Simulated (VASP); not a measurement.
# Ca (I4/mmm) in VASP: a series of runs

Ca is run at these levels: PBEsol; tasks: single point.

Everything below comes from runs of VASP 6.6.1. Logs are shortened: lines on timing, memory, paths and dates and some standing lists are left out, and cuts for length are marked.

## (1) The cell of the first run

It takes space group I4/mmm (No. 139, tetragonal). Conventional cell: a = 3.952 Å, b = 3.952 Å, c = 5.421 Å, α = 90.00°, β = 90.00°, γ = 90.00°. Ca (site symmetry 4/mmm) has 12 Ca at 3.89 to 3.95 Å within 5.1 Å.

## (2) Single point, PBEsol (strain +0.000 along x and y, -0.030 along z)

INCAR

```
SYSTEM = Ca
PREC = Accurate
ENCUT = 520
EDIFF = 1E-6
ISMEAR = 0
SIGMA = 0.15
LREAL = .False.
LASPH = .True.
NELM = 60
ALGO = Normal
ISIF = 2
LWAVE = .False.
LCHARG = .False.
GGA = PS
NBANDS = 11
```

KPOINTS

```
Automatic mesh
0
Gamma
  14 14 14
  0 0 0
```

POSCAR

```
Ca
1.0
    0.0000000000      2.7942000000      2.7103740000
    2.7942000000      0.0000000000      2.7103740000
    2.7942000000      2.7942000000      0.0000000000
Ca
1
Direct
    0.0000000000      0.0000000000      0.0000000000
```

Potentials or basis: VASP PAW PBE potentials, release 64 (Ca_sv).

Launch:

```
> cat potpaw_PBE.64/Ca_sv/POTCAR > POTCAR
> mpirun -np 1 vasp_std > vasp.out
```

OUTCAR:

```text
SYSTEM = Ca
   PREC = Accurate
   ENCUT = 520
   EDIFF = 1E-6
   ISMEAR = 0
   LREAL = .False.
   LASPH = .True.
   NELM = 60
   ISIF = 2
   GGA = PS

 ion  position               nearest neighbor table
   1  0.000  0.000  0.000-

  LATTYP: Found a body centered tetragonal cell.
 ALAT       =     3.9515955360
 C/A-ratio  =     1.3717871555

  Lattice vectors:

 A1 = (   0.0000000000,  -2.7942000000,  -2.7103740000)
 A2 = (   0.0000000000,   2.7942000000,  -2.7103740000)
 A3 = (   2.7942000000,   0.0000000000,   2.7103740000)

Analysis of symmetry for initial positions (statically):
=====================================================================
 Subroutine PRICEL returns:
 Original cell was already a primitive cell.

 Routine SETGRP: Setting up the symmetry group for a
 body centered tetragonal supercell.

 Subroutine GETGRP returns: Found 16 space group operations
 (whereof 16 operations were pure point group operations)
 out of a pool of 16 trial point group operations.

The static configuration has the point symmetry D_4h.

Analysis of symmetry for dynamics (positions and initial velocities):
=====================================================================
 Subroutine PRICEL returns:
 Original cell was already a primitive cell.

 Routine SETGRP: Setting up the symmetry group for a
 body centered tetragonal supercell.

 Subroutine GETGRP returns: Found 16 space group operations
 (whereof 16 operations were pure point group operations)
 out of a pool of 16 trial point group operations.

The dynamic configuration has the point symmetry D_4h.

 Subroutine INISYM returns: Found 16 space group operations
 (whereof 16 operations are pure point group operations),
 and found     1 'primitive' translations

----------------------------------------------------------------------------------------

                                     Primitive cell

  volume of cell :      42.3228

  direct lattice vectors                    reciprocal lattice vectors
     0.000000000  2.794200000  2.710374000    -0.178942094  0.178942094  0.184476386
     2.794200000  0.000000000  2.710374000     0.178942094 -0.178942094  0.184476386
     2.794200000  2.794200000  0.000000000     0.178942094  0.178942094 -0.184476386

  length of vectors
     3.892772901  3.892772901  3.951595536     0.313164626  0.313164626  0.313164626

  position of ions in fractional coordinates (direct lattice)
     0.000000000  0.000000000  0.000000000

  ion indices of the primitive-cell ions
   primitive index   ion index
                 1           1

----------------------------------------------------------------------------------------

 KPOINTS: Automatic mesh

Automatic generation of k-mesh.
 Grid dimensions read from file:
 generate k-points for:   14   14   14

 Generating k-lattice:

  Cartesian coordinates                     Fractional coordinates (reciprocal lattice)
    -0.012781578  0.012781578  0.013176885     0.071428571  0.000000000  0.000000000
     0.012781578 -0.012781578  0.013176885     0.000000000  0.071428571  0.000000000
     0.012781578  0.012781578 -0.013176885     0.000000000  0.000000000  0.071428571

  Length of vectors
     0.022368902  0.022368902  0.022368902

  Shift w.r.t. Gamma in fractional coordinates (k-lattice)
     0.000000000  0.000000000  0.000000000

 Subroutine IBZKPT returns following result:
 ===========================================

 Found    244 irreducible k-points:

 Following reciprocal coordinates:
            Coordinates               Weight
  0.000000  0.000000  0.000000      1.000000
  0.071429  0.000000  0.000000      8.000000
  0.142857  0.000000  0.000000      8.000000
  0.214286  0.000000  0.000000      8.000000
  0.285714  0.000000  0.000000      8.000000
  0.357143  0.000000  0.000000      8.000000
[... 16 lines left out ...]
  0.214286  0.142857  0.000000      8.000000
  0.285714  0.142857  0.000000      8.000000
 [... further k-points ...]
   k-points           NKPTS =    244   k-points in BZ     NKDIM =    244   number of bands    NBANDS=     11
   number of dos      NEDOS =    301   number of ions     NIONS =      1
   total plane-waves  NPLWV =  27000
   dimension x,y,z NGX =    30 NGY =   30 NGZ =   30
   dimension x,y,z NGXF=    60 NGYF=   60 NGZF=   60
   ions per type =               1
   NGX,Y,Z   is equivalent  to a cutoff of  12.81, 12.81, 12.62 a.u.
   NGXF,Y,Z  is equivalent  to a cutoff of  25.62, 25.62, 25.24 a.u.
 SYSTEM =  Ca
   PREC   = accura    normal or accurate (medium, high low for compatibility)
   ISTART =      0    job   : 0-new  1-cont  2-samecut
   ICHARG =      2    charge: 1-file 2-atom 10-const
   ISPIN  =      1    spin polarized calculation?
   LNONCOLLINEAR =      F non collinear calculations
   LSORBIT =      F    spin-orbit coupling
   LASPH  =      T    aspherical Exc in radial PAW
   ENCUT  =  520.0 eV  38.22 Ry    6.18 a.u.   7.24  7.24  7.35*2*pi/ulx,y,z
   NELM   =     60;   NELMIN=  2; NELMDL= -5     # of ELM steps
   EDIFF  = 0.1E-05   stopping-criterion for ELM
   LREAL  =      F    real-space projection
   EDIFFG = 0.1E-04   stopping-criterion for IOM
   NSW    =      0    number of steps for IOM
   IBRION =     -1    ionic relax: 0-MD 1-quasi-New 2-CG
   NFREE  =      0    steps in history (QN), initial steepest desc. (CG)
   ISIF   =      2    stress and relaxation
   ISYM   =      2    0-nonsym 1-usesym 2-fastsym
   POTIM  = 0.5000    time-step for ionic-motion
   TEBEG  =    0.0;   TEEND  =   0.0 temperature during run
   PSTRESS=    0.0 pullay stress
   NELECT =      10.0000    total number of electrons
   NUPDOWN=      -1.0000    fix difference up-down
   EMIN   =  10.00;   EMAX   =-10.00  energy-range for DOS
   EFERMI =   0.00;   METHOD = LEGACY
   ISMEAR =     0;   SIGMA  =   0.15  broadening in eV -4-tet -1-fermi 0-gaus
   EFERMI_NEDOS =   21; number of points for ismear=-14 and -15
   IALGO  =     38    algorithm
   IMIX   =      4    mixing-type and parameters
     AMIX     =   0.40;   BMIX     =  1.00
     AMIX_MAG =   1.60;   BMIX_MAG =  1.00
  volume/ion in A,a.u.               =      42.32       285.61
  Fermi-wavevector in a.u.,A,eV,Ry     =   1.012084  1.912562 13.936652  1.024315
  Thomas-Fermi vector in A             =   2.145173
   LORBIT       =      0    0 simple, 1 ext, 2 COOP (PROOUT), +10 PAW based schemes
   GGA     = PS    functional components
   LHFCALC =     F    Hartree Fock is set to
   AEXX    =    0.0000 exact exchange contribution
   IVDW    =     0    specifies the selected vdW correction
   LEPSILON=     F    determine dielectric tensor
   LRPA    =     F    only Hartree local field effects (RPA)
 non-spin polarized calculation
 Gauss-broadening in eV      SIGMA  =   0.15
  energy-cutoff  :      520.00
  volume of cell :       42.32
 maximum number of plane-waves:      1166
 NGX is ok and might be reduce to    30
   NGX = 15   NGY = 15   NGZ = 15

 number of electron      10.0000000 magnetization

 number of electron       9.9999999 magnetization

 Free energy of the ion-electron system (eV)
  ---------------------------------------------------
  ext. energy  EPLUGINS =         0.00000000
  ---------------------------------------------------
  free energy    TOTEN  =        -2.13753660 eV

  energy without entropy =       -2.12262668  energy(sigma->0) =       -2.13008164

 E-fermi :   1.8764     XC(G=0):  -7.8011

 val. band max:        1.8738640534   @ k =  -0.3571   0.4286   0.0714
 cond. band min:       1.8798214631   @ k =  -0.3571   0.4286   0.1429
 fundamental gap:      0.0059574097
 Fermi energy:         1.8763846092

 k-point     1 :       0.0000    0.0000    0.0000
  band No.  band energies     occupation
      1     -39.9698      2.00000
      2     -20.9629      2.00000
      3     -20.9629      2.00000
      4     -20.9603      2.00000
      5      -2.1496      2.00000
      6       4.1592      0.00000
      7       4.1592      0.00000
      8       4.2934      0.00000
      9       5.1860      0.00000
     10       5.3586      0.00000
     11      11.0029      0.00000

 k-point     2 :       0.0714    0.0000    0.0000
  band No.  band energies     occupation
      1     -39.9691      2.00000
      2     -20.9692      2.00000
      3     -20.9640      2.00000
      4     -20.9618      2.00000
      5      -2.0622      2.00000
      6       4.0916      0.00000
      7       4.1919      0.00000
      8       4.3007      0.00000
      9       5.1601      0.00000
     10       5.3257      0.00000
     11      11.1098      0.00000

 k-point     3 :       0.1429    0.0000    0.0000
  band No.  band energies     occupation
      1     -39.9672      2.00000
      2     -20.9887      2.00000
      3     -20.9671      2.00000
      4     -20.9643      2.00000
      5      -1.8045      2.00000
      6       3.8493      0.00000
      7       4.2628      0.00000
      8       4.3681      0.00000
      9       5.1206      0.00000
     10       5.2604      0.00000
     11      10.9266      0.00000

 k-point     4 :       0.2143    0.0000    0.0000
  band No.  band energies     occupation
      1     -39.9644      2.00000
      2     -21.0168      2.00000
      3     -20.9716      2.00000
      4     -20.9675      2.00000
      5      -1.3898      2.00000
      6       3.4914      0.00000
      7       4.2889      0.00000
      8       4.4201      0.00000
      9       5.1722      0.00000
     10       5.2590      0.00000
     11       9.8080      0.00000

 k-point     5 :       0.2857    0.0000    0.0000
  band No.  band energies     occupation
      1     -39.9614      2.00000
      2     -21.0478      2.00000
      3     -20.9766      2.00000
      4     -20.9711      2.00000
      5      -0.8421      2.00000
      6       3.0685      0.00000
      7       4.2208      0.00000
      8       4.3789      0.00000
      9       5.3764      0.00000
     10       5.4038      0.00000
     11       8.7399      0.00000
[... 211 lines left out ...]
 k-point    21 :      -0.0714    0.0714    0.0000
  band No.  band energies     occupation
      1     -39.9681      2.00000
      2     -20.9785      2.00000
      3     -20.9657      2.00000
      4     -20.9646      2.00000
      5      -1.9228      2.00000
      6       3.9452      0.00000
      7       4.2543      0.00000
      8       4.3540      0.00000
      9       5.0499      0.00000
     10       5.3436      0.00000
     11      11.2476      0.00000

 k-point    22 :       0.1429    0.1429    0.0000
  band No.  band energies     occupation
      1     -39.9661      2.00000
      2     -20.9867      2.00000
      3     -20.9735      2.00000
      4     -20.9735      2.00000
      5      -1.6724      2.00000
      6       3.8233      0.00000
      7       4.3359      0.00000
      8       4.3359      0.00000
      9       4.9327      0.00000
     10       5.3184      0.00000
     11      11.5195      0.00000

 k-point    23 :       0.2143    0.1429    0.0000
  band No.  band energies     occupation
      1     -39.9640      2.00000
      2     -21.0062      2.00000
      3     -20.9788      2.00000
      4     -20.9763      2.00000
      5      -1.3599      2.00000
      6       3.5669      0.00000
      7       4.4038      0.00000
      8       4.4202      0.00000
      9       4.7887      0.00000
     10       5.3941      0.00000
     11      10.7222      0.00000

 k-point    24 :       0.2857    0.1429    0.0000
  band No.  band energies     occupation
      1     -39.9612      2.00000
      2     -21.0326      2.00000
      3     -20.9843      2.00000
      4     -20.9794      2.00000
      5      -0.9020      2.00000
      6       3.2421      0.00000
      7       4.2506      0.00000
      8       4.4415      0.00000
      9       4.9445      0.00000
     10       5.5444      0.00000
     11       9.5257      0.00000

 [... further k-points ...]
[... 5 lines left out ...]
  --------------------------------------------------------------------------------------
  -------------------------------------------------------------------------------------
  Total       -0.2064970     -0.2064970     -0.1537433      0.0000000      0.0000000      0.0000000
  in kB       -7.8171795     -7.8171795     -5.8201290      0.0000000      0.0000000      0.0000000
  external PRESSURE =      -7.1514960 kB  Pullay stress =       0.0000000 kB

 VOLUME and BASIS-vectors are now :
 -----------------------------------------------------------------------------
  energy-cutoff  :      520.00
  volume of cell :       42.32
      direct lattice vectors                 reciprocal lattice vectors
     0.000000000  2.794200000  2.710374000    -0.178942094  0.178942094  0.184476386
     2.794200000  0.000000000  2.710374000     0.178942094 -0.178942094  0.184476386
     2.794200000  2.794200000  0.000000000     0.178942094  0.178942094 -0.184476386

 POSITION                                       TOTAL-FORCE (eV/Angst)
 -----------------------------------------------------------------------------------
      0.00000      0.00000      0.00000        -0.000000      0.000000      0.000000
 -----------------------------------------------------------------------------------
    total drift:                               -0.000000     -0.000000      0.000000

  FREE ENERGIE OF THE ION-ELECTRON SYSTEM (eV)
  ---------------------------------------------------
  free  energy   TOTEN  =        -2.1375366019 eV

  energy  without entropy=       -2.1226266771  energy(sigma->0) =       -2.13008164
```

It took 69 s on 1 thread of Intel Xeon Platinum 8259CL at 2.50GHz (Skylake/Cascade Lake), shared host; peak memory 0.25 GiB.

Results:

```yaml
Free_energy: -2.1375 eV
Pressure: -0.7 GPa
Band_gap_on_the_k_mesh: zero (band 5 reaches 2.04 eV, above the bottom of band 6 at 1.72 eV)
```

Caveat: the cell differs from its parent crystal (strain +0.000 along x and y, -0.030 along z); the PAW data sets were made with another functional, which shifts forces and pressure a little.

## (3) Single point, PBEsol (strain +0.000 along x and y, +0.030 along z)

INCAR

```
PREC = Accurate ; ENCUT = 520
EDIFF = 1E-6 ; ISMEAR = 0
SIGMA = 0.15 ; LREAL = False
LASPH = True ; NELM = 100
ALGO = Normal ; ISIF = 2
LWAVE = False ; LCHARG = False
GGA = PS ; NBANDS = 11
```

KPOINTS

```
regular mesh
0
Gamma
  14 14 14
```

POSCAR

```
Ca
1.0
    0.0000000000      2.7942000000      2.8780260000
    2.7942000000      0.0000000000      2.8780260000
    2.7942000000      2.7942000000      0.0000000000
Ca
1
Direct
    0.0000000000      0.0000000000      0.0000000000
```

Potentials or basis: VASP PAW PBE potentials, release 64 (Ca_sv).

Launch:

```
> cat potpaw_PBE.64/Ca_sv/POTCAR > POTCAR
> mpirun -np 1 vasp_std > vasp.out
```

Wall time 70 s (1 thread of Intel Xeon Platinum 8259CL at 2.50GHz (Skylake/Cascade Lake), shared host); peak memory 0.26 GiB.

The run converged. Its results:

| Property | Result |
| --- | --- |
| Free energy | -2.1192 eV |
| Pressure | -1.6 GPa |
| Band gap on the k mesh | zero (band 5 reaches 1.86 eV, above the bottom of band 6 at 1.45 eV) |

Stress tensor (GPa, compression positive):
```
-1.48  0.00  0.00
 0.00 -1.48  0.00
 0.00  0.00 -1.73
```

Levels at points of the mesh, in eV from the Fermi level:
```
           k point  band 1  band 2  band 3  band 4  band 5  band 6  band 7  band 8  band 9  band 10
(0.00, 0.00, 0.00)  -41.99  -22.99  -22.99  -22.99   -3.92    2.16    2.29    2.29    3.16     3.32
(0.50, 0.00, 0.00)  -41.98  -23.10  -23.01  -23.00   -0.97   -0.19    2.06    2.22    3.85     3.91
(0.50, 0.50, 0.00)  -41.98  -23.09  -23.02  -23.02   -0.47    0.64    0.68    3.89    4.05     4.05
(0.50, 0.00, 0.50)  -41.97  -23.09  -23.03  -23.03   -0.37    0.58    0.95    3.87    4.00     4.10
```

Caveat: the cell differs from its parent crystal (strain +0.000 along x and y, +0.030 along z); the PAW data sets were made with another functional, which shifts forces and pressure a little.

## (4) Single point, PBEsol (strain +0.030 along x and y, +0.000 along z)

INCAR

```
  PREC = Accurate
  ENCUT = 520
  EDIFF = 1E-7
  ISMEAR = 0
  SIGMA = 0.15
  LREAL = F
  LASPH = T
  NELM = 100
  ALGO = Fast
  ISIF = 2
  LWAVE = F
  LCHARG = F
  GGA = PS
  NBANDS = 11
```

KPOINTS is that of step 3.

POSCAR

```
Ca
1.0
    0.0000000000      2.8780260000      2.7942000000
    2.8780260000      0.0000000000      2.7942000000
    2.8780260000      2.8780260000      0.0000000000
Ca
1
Direct
    0.0000000000      0.0000000000      0.0000000000
```

Launch:

```
> cat potpaw_PBE.64/Ca_sv/POTCAR > POTCAR
> mpirun -np 1 vasp_std > vasp.out
```

Run time: 2.9 min. Hardware: 1 thread of Intel Xeon Platinum 8259CL at 2.50GHz (Skylake/Cascade Lake), shared host; peak memory 0.25 GiB.

Results (log left out):

```
Free energy            : -2.1050 eV
Pressure               : -1.9 GPa
Band gap on the k mesh : zero (band 5 reaches 1.76 eV, above the bottom of band 6 at 1.33 eV)
```

Stress tensor (GPa, compression positive):
```
-1.96  0.00  0.00
 0.00 -1.96  0.00
 0.00  0.00 -1.78
```

Levels at points of the mesh, in eV from the Fermi level:
| k point | band 1 | band 2 | band 3 | band 4 | band 5 | band 6 | band 7 | band 8 | band 9 | band 10 |
| --- | --- | --- | --- | --- | --- | --- | --- | --- | --- | --- |
| (0.00, 0.00, 0.00) | -42.06 | -23.06 | -23.06 | -23.06 | -3.86 | 2.16 | 2.16 | 2.28 | 3.09 | 3.24 |
| (0.50, 0.00, 0.00) | -42.05 | -23.16 | -23.08 | -23.07 | -0.96 | -0.21 | 2.03 | 2.18 | 3.75 | 3.81 |
| (0.50, 0.50, 0.00) | -42.05 | -23.15 | -23.10 | -23.10 | -0.31 | 0.57 | 0.99 | 3.77 | 3.95 | 3.95 |
| (0.50, 0.00, 0.50) | -42.05 | -23.15 | -23.10 | -23.09 | -0.41 | 0.63 | 0.73 | 3.77 | 3.89 | 3.99 |

Caveat: the cell differs from its parent crystal (strain +0.030 along x and y, +0.000 along z); the PAW data sets were made with another functional, which shifts forces and pressure a little.

## (5) Summary

```csv
cell,gap on the mesh (eV),pressure (GPa)
"a = 3.893, b = 3.893, c = 3.952 Å, angles 59.5, 59.5, 61.0°, 1 atom",none,-0.7
"a = 4.011, b = 4.011, c = 3.952 Å, angles 60.5, 60.5, 59.0°, 1 atom",none,-1.6
"a = 4.011, b = 4.011, c = 4.070 Å, angles 59.5, 59.5, 61.0°, 1 atom",none,-1.9
```

Alike in all rows: task single point; level PBEsol; potentials or basis VASP PAW PBE potentials, release 64 (Ca_sv); no spin polarisation; k mesh 14 × 14 × 14; cutoff (eV) 520; smearing gaussian 0.15 eV.

Caveats: the PAW data sets were made with another functional, which shifts forces and pressure a little.

Absolute energies hang on the potentials; compare differences alone.
